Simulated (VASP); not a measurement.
# WS2 (P1) in VASP: further runs

The runs below take WS2 through single point, with PBE.

Everything below comes from runs of VASP 6.6.1. Logs are shortened: lines on timing, memory, paths and dates and some standing lists are left out, and cuts for length are marked.

**1. The cell of the first run**

The typed cell holds 6 atoms: a = 3.149 Å, b = 3.093 Å, c = 12.418 Å, α = 89.33°, β = 90.48°, γ = 119.58°.

**2. Single point, PBE**

File INCAR:

```
PREC = Accurate ; ENCUT = 520
EDIFF = 1E-6 ; ISMEAR = -1
SIGMA = 0.15 ; LREAL = False
LASPH = True ; NELM = 100
ALGO = Normal ; ISIF = 2
LWAVE = False ; LCHARG = False
GGA = PE ; NBANDS = 35
```

File KPOINTS:

```
Automatic mesh
0
Gamma
  4 4 1
```

File POSCAR:

```
WS2
1.0
    3.1490102600      0.0275766700     -0.0132584100
   -1.5506235000      2.6765903800      0.0182973700
   -0.0521168500      0.0529611400     12.4174229500
W S
2 4
Direct
    0.5293800000      0.8361690000      0.1991750000
    0.8714090000      0.5104020000      0.6985770000
    0.5462930000      0.8291200000      0.5567990000
    0.8838410000      0.5154690000      0.0637040000
    0.5504350000      0.8268890000      0.8186420000
    0.9271880000      0.4982440000      0.3193170000
```

Potentials or basis: VASP PAW PBE potentials, release 64 (W_sv, S).

Started as:

```bash
cat potpaw_PBE.64/W_sv/POTCAR potpaw_PBE.64/S/POTCAR > POTCAR
mpirun -np 1 vasp_std > vasp.out
```

OUTCAR:

```text
PREC = Accurate
   ENCUT = 520
   EDIFF = 1E-6
   ISMEAR = -1
   LREAL = False
   LASPH = True
   NELM = 100
   ISIF = 2
   GGA = PE

 ion  position               nearest neighbor table
   1  0.529  0.836  0.199-   6 2.23   6 2.34   4 2.44   6 2.47   4 2.47   4 2.49
   2  0.871  0.510  0.699-   5 2.29   5 2.36   5 2.38   3 2.46   3 2.55   3 2.56
   3  0.546  0.829  0.557-   2 2.46   2 2.55   2 2.56
   4  0.884  0.515  0.064-   1 2.44   1 2.47   1 2.49
   5  0.550  0.827  0.819-   2 2.29   2 2.36   2 2.38
   6  0.927  0.498  0.319-   1 2.23   1 2.34   1 2.47

  LATTYP: Found a triclinic cell.
 ALAT       =     3.0933645267
 B/A-ratio  =     1.0154766396
 C/A-ratio  =     4.0142844956
 COS(alpha) =     0.0031400626
 COS(beta)  =     0.0117091409
 COS(gamma) =     0.4898162332

  Lattice vectors:

 A1 = (   1.5506235000,  -2.6765903800,  -0.0182973700)
 A2 = (  -1.5983867600,  -2.7041670500,  -0.0050389600)
 A3 = (   0.0521168500,  -0.0529611400, -12.4174229500)

Analysis of symmetry for initial positions (statically):
=====================================================================
 Subroutine PRICEL returns:
 Original cell was already a primitive cell.

 Routine SETGRP: Setting up the symmetry group for a
 triclinic supercell.

 Subroutine GETGRP returns: Found  1 space group operations
 (whereof  1 operations were pure point group operations)
 out of a pool of  2 trial point group operations.

The static configuration has the point symmetry C_1 .

Analysis of symmetry for dynamics (positions and initial velocities):
=====================================================================
 Subroutine PRICEL returns:
 Original cell was already a primitive cell.

 Routine SETGRP: Setting up the symmetry group for a
 triclinic supercell.

 Subroutine GETGRP returns: Found  1 space group operations
 (whereof  1 operations were pure point group operations)
 out of a pool of  2 trial point group operations.

The dynamic configuration has the point symmetry C_1 .

 Subroutine INISYM returns: Found  1 space group operations
 (whereof  1 operations are pure point group operations),
 and found     1 'primitive' translations

----------------------------------------------------------------------------------------

                                     Primitive cell

  volume of cell :     105.1888
[... 81 lines left out ...]
   NELM   =    100;   NELMIN=  2; NELMDL= -5     # of ELM steps
   EDIFF  = 0.1E-05   stopping-criterion for ELM
   LREAL  =      F    real-space projection
   EDIFFG = 0.1E-04   stopping-criterion for IOM
   NSW    =      0    number of steps for IOM
   IBRION =     -1    ionic relax: 0-MD 1-quasi-New 2-CG
   NFREE  =      0    steps in history (QN), initial steepest desc. (CG)
   ISIF   =      2    stress and relaxation
   ISYM   =      2    0-nonsym 1-usesym 2-fastsym
   POTIM  = 0.5000    time-step for ionic-motion
   TEBEG  =    0.0;   TEEND  =   0.0 temperature during run
   PSTRESS=    0.0 pullay stress
   NELECT =      52.0000    total number of electrons
   NUPDOWN=      -1.0000    fix difference up-down
   EMIN   =  10.00;   EMAX   =-10.00  energy-range for DOS
   EFERMI =   0.00;   METHOD = LEGACY
   ISMEAR =    -1;   SIGMA  =   0.15  broadening in eV -4-tet -1-fermi 0-gaus
   EFERMI_NEDOS =   21; number of points for ismear=-14 and -15
   IALGO  =     38    algorithm
   IMIX   =      4    mixing-type and parameters
     AMIX     =   0.40;   BMIX     =  1.00
     AMIX_MAG =   1.60;   BMIX_MAG =  1.00
  volume/ion in A,a.u.               =      17.53       118.31
  Fermi-wavevector in a.u.,A,eV,Ry     =   1.294453  2.446161 22.798025  1.675608
  Thomas-Fermi vector in A             =   2.426035
   LORBIT       =      0    0 simple, 1 ext, 2 COOP (PROOUT), +10 PAW based schemes
   GGA     = PE    functional components
   LHFCALC =     F    Hartree Fock is set to
   AEXX    =    0.0000 exact exchange contribution
   IVDW    =     0    specifies the selected vdW correction
   LEPSILON=     F    determine dielectric tensor
   LRPA    =     F    only Hartree local field effects (RPA)
 non-spin polarized calculation
  energy-cutoff  :      520.00
  volume of cell :      105.19
 maximum number of plane-waves:      2854
   NGX = 11   NGY = 11   NGZ = 47

 number of electron      52.0000002 magnetization

 Free energy of the ion-electron system (eV)
  ---------------------------------------------------
  ext. energy  EPLUGINS =         0.00000000
  ---------------------------------------------------
  free energy    TOTEN  =       -46.47398774 eV

  energy without entropy =      -46.46204201  energy(sigma->0) =      -46.46801487

 E-fermi :   7.9478     XC(G=0): -11.0356

 val. band max:        7.5428526221   @ k =   0.0000   0.0000   0.0000
 cond. band min:       8.6053565601   @ k =   0.2500   0.0000   0.0000
 fundamental gap:      1.0625039381
 Fermi energy:         7.9478417058

 k-point     1 :       0.0000    0.0000    0.0000
  band No.  band energies     occupation
      1     -66.9551      2.00000
      2     -66.9423      2.00000
      3     -31.2557      2.00000
      4     -31.2232      2.00000
      5     -31.0756      2.00000
      6     -31.0168      2.00000
[... 369 lines left out ...]
     34      12.0145      0.00000
     35      12.1696      0.00000

------------------------ aborting loop because EDIFF is reached ----------------------------------------

  FORCE on cell =-STRESS in cart. coord.  units (eV):
  Direction    XX          YY          ZZ          XY          YZ          ZX
  --------------------------------------------------------------------------------------
  -------------------------------------------------------------------------------------
  Total        3.8189461      5.4775586      1.3929430     -0.4610416     -0.4088493     -3.0266813
  in kB       58.1680835     83.4311545     21.2165409     -7.0223317     -6.2273666    -46.1007426
  external PRESSURE =      54.2719263 kB  Pullay stress =       0.0000000 kB

 VOLUME and BASIS-vectors are now :
 -----------------------------------------------------------------------------
  energy-cutoff  :      520.00
  volume of cell :      105.19
      direct lattice vectors                 reciprocal lattice vectors
     3.149010260  0.027576670 -0.013258410     0.315959462  0.183040405  0.000545426
    -1.550623500  2.676590380  0.018297370    -0.003262072  0.371730774 -0.001599148
    -0.052116850  0.052961140 12.417422950     0.000342165 -0.000352317  0.080534946

 POSITION                                       TOTAL-FORCE (eV/Angst)
 -----------------------------------------------------------------------------------
      0.36006      2.26323      2.48152         2.989529      0.333189     -3.576173
      1.91623      1.42717      8.67231         1.277402     -0.754378     -4.001129
      0.40561      2.26377      6.92194        -0.447247      0.374966      2.483489
      1.98061      1.40745      0.78875        -0.543442     -0.078324      1.440575
      0.40847      2.27178     10.17326        -0.822373      0.378714      1.557625
      2.13049      1.37608      3.96192        -2.453870     -0.254168      2.095614
 -----------------------------------------------------------------------------------
    total drift:                               -0.000003     -0.000128     -0.000585

  FREE ENERGIE OF THE ION-ELECTRON SYSTEM (eV)
  ---------------------------------------------------
  free  energy   TOTEN  =       -46.4739877431 eV

  energy  without entropy=      -46.4620420054  energy(sigma->0) =      -46.46801487
```

stdout:

```text
POSCAR found type information on POSCAR W S
 POSCAR found :  2 types and       6 ions
 scaLAPACK will be used
 LDA part: xc-table for (Slater+PW92), standard interpolation
 POSCAR, INCAR and KPOINTS ok, starting setup
 FFT: planning ... GRIDC
 FFT: planning ... GRID_SOFT
 FFT: planning ... GRID
 WAVECAR not read
 entering main loop
```

Wall time 42 s (1 thread of Intel Xeon 6975P-C, shared host); peak memory 0.22 GiB.

What came out:

```yaml
Free_energy: -46.4740 eV
Pressure: 5.4 GPa
Largest_force: 4.673 eV/Å
Band_gap_on_the_k_mesh: 1.06 eV, indirect (least direct gap 1.75 eV)
```

Forces on the atoms (eV/Å):
```
W    2.990  0.333 -3.576
W    1.277 -0.754 -4.001
S   -0.447  0.375  2.483
S   -0.543 -0.078  1.441
S   -0.822  0.379  1.558
S   -2.454 -0.254  2.096
```

Stress tensor (GPa, compression positive):
```
 5.82 -0.70 -4.61
-0.70  8.34 -0.62
-4.61 -0.62  2.12
```

Caveat: the k points lie up to 0.58 Å⁻¹ apart; spin-orbit coupling is left out, which moves the levels of the heavy elements; forces of over 1 eV/Å act on the atoms, so gaps and moduli don't describe the material at rest.

**3. Single point, PBE**

This run uses another cell than the first one, of 17.89 Å³/atom, 1.020 times its volume.

File INCAR:

```
PREC = Accurate
ENCUT = 520
EDIFF = 1E-7
ISMEAR = -1
SIGMA = 0.15
LREAL = False
LASPH = True
NELM = 80
ALGO = Normal
ISIF = 2
LWAVE = False
LCHARG = False
GGA = PE
NBANDS = 35
```

KPOINTS is that of step 2.

Edit POSCAR of step 2 so:

```diff
@@ -2,5 +2,5 @@
 1.0
-    3.1490102600      0.0275766700     -0.0132584100
-   -1.5506235000      2.6765903800      0.0182973700
-   -0.0521168500      0.0529611400     12.4174229500
+    3.1702880000      0.0277630000     -0.0133480000
+   -1.5611010000      2.6946760000      0.0184210000
+   -0.0524690000      0.0533190000     12.5013270000
 W S
```

Potentials or basis: VASP PAW PBE potentials, release 64 (W_sv, S).

Started as:

```bash
cat potpaw_PBE.64/W_sv/POTCAR potpaw_PBE.64/S/POTCAR > POTCAR
mpirun -np 1 vasp_std > vasp.out
```

Wall time 41 s (1 thread of Intel Xeon 6975P-C, shared host); peak memory 0.23 GiB.

Results (log left out):

```
Free energy            : -46.5242 eV
Pressure               : 2.0 GPa
Largest force          : 4.455 eV/Å
Band gap on the k mesh : 1.07 eV, indirect (least direct gap 1.72 eV)
```

Forces on the atoms (eV/Å):
```
W    2.852  0.316 -3.408
W    1.202 -0.724 -3.805
S   -0.418  0.358  2.702
S   -0.519 -0.077  1.715
S   -0.777  0.366  1.140
S   -2.339 -0.239  1.657
```

Stress tensor (GPa, compression positive):
```
 2.45 -0.74 -4.34
-0.74  4.92 -0.57
-4.34 -0.57 -1.43
```

Levels at points of the mesh, in eV from the valence-band top:
```tsv
k point	band 23	band 24	band 25	band 26	band 27	band 28	band 29	band 30
(0.00, 0.00, 0.00)	-1.31	-1.27	-0.78	0.00	1.72	1.79	1.88	2.07
(0.50, 0.00, 0.00)	-1.94	-1.62	-1.37	-1.05	2.33	2.49	2.54	2.86
(0.00, 0.50, 0.00)	-2.06	-1.68	-1.26	-0.99	2.30	2.44	2.57	2.84
(0.50, 0.50, 0.00)	-1.83	-1.56	-1.43	-1.05	2.39	2.44	2.59	2.88
```

Caveat: the k points lie up to 0.58 Å⁻¹ apart; spin-orbit coupling is left out, which moves the levels of the heavy elements; forces of over 1 eV/Å act on the atoms, so gaps and moduli don't describe the material at rest.
